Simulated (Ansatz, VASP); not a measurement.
**One calculation of InP, two programs**

Contents of INCAR:

```
SYSTEM = InP
ALGO = Normal
EDIFF = 1E-6
ENCUT = 520
ISIF = 2
ISMEAR = 0
LASPH = .True.
LCHARG = .False.
LREAL = .False.
LWAVE = .False.
NBANDS = 16
NELM = 60
PREC = Accurate
SIGMA = 0.01
```

Contents of KPOINTS:

```
k-points
0
Gamma
  8 8 8
  0 0 0
```

File POSCAR:

```
InP
1.0
    2.8881022946      2.8881022946      0.0000000000
   -2.8881022946      2.8881022946      0.0000000000
    0.0000000000      2.8881022946      2.8881022946
In P
1 1
Direct
    0.0000000000      0.0000000000      0.0000000000
    0.7500000000      0.2500000000      0.5000000000
```

Input for Ansatz:

```yaml
crystal:
  lattice:
    - [2.88810229458, 2.88810229458, 0.0]
    - [-2.88810229458, 2.88810229458, 0.0]
    - [0.0, 2.88810229458, 2.88810229458]
  atoms:
    - { symbol: In, position: [0.0, 0.0, 0.0] }
    - { symbol: P, position: [0.75, 0.25, 0.5] }
kpoints:
  mp_grid: { grid: [8, 8, 8] }
scf:
  occupations: { method: fixed }
  convergence: { dr2_threshold: 1.0e-10 }
hamiltonian:
  xc: lda
  pseudopotentials: { kind: all_electron, lapw: { basis_error: 0.0005 } }
output:
  forces: true
  stress: true
  eigenstates:
    kpoints:
      - [0.0, 0.0, 0.0]
      - [0.5, 0.0, 0.0]
      - [0.0, 0.5, 0.5]
      - [0.0, -0.5, 0.0]
      - [0.5, 0.0, 0.5]
      - [-0.5, -0.5, -0.5]
      - [-0.5, 0.5, 0.0]
      - [0.0, 0.0, -0.5]
  eigenvalues: true
```

Alike in both runs: task single point; functional LDA; k mesh 8 × 8 × 8; no spin polarisation.

```csv
,VASP,Ansatz
version,VASP 6.6.1,Ansatz 0.2.0
potentials or method,"VASP PAW LDA potentials, release 64 (In_d, P), cutoff 520 eV","all-electron LAPW, scalar-relativistic"
occupations,"gaussian, width 0.01 eV",fixed
```

```csv
,VASP,Ansatz,Ansatz less VASP
gap on the k mesh at the Fermi level (eV),0.75,0.72,-0.030
pressure (GPa),2.0,2.0,-0.02
```

LDA's correlation is that of Perdew and Zunger in VASP and of Perdew and Wang (1992) in Ansatz. Ansatz ran all-electron here, and VASP with PAW potentials.
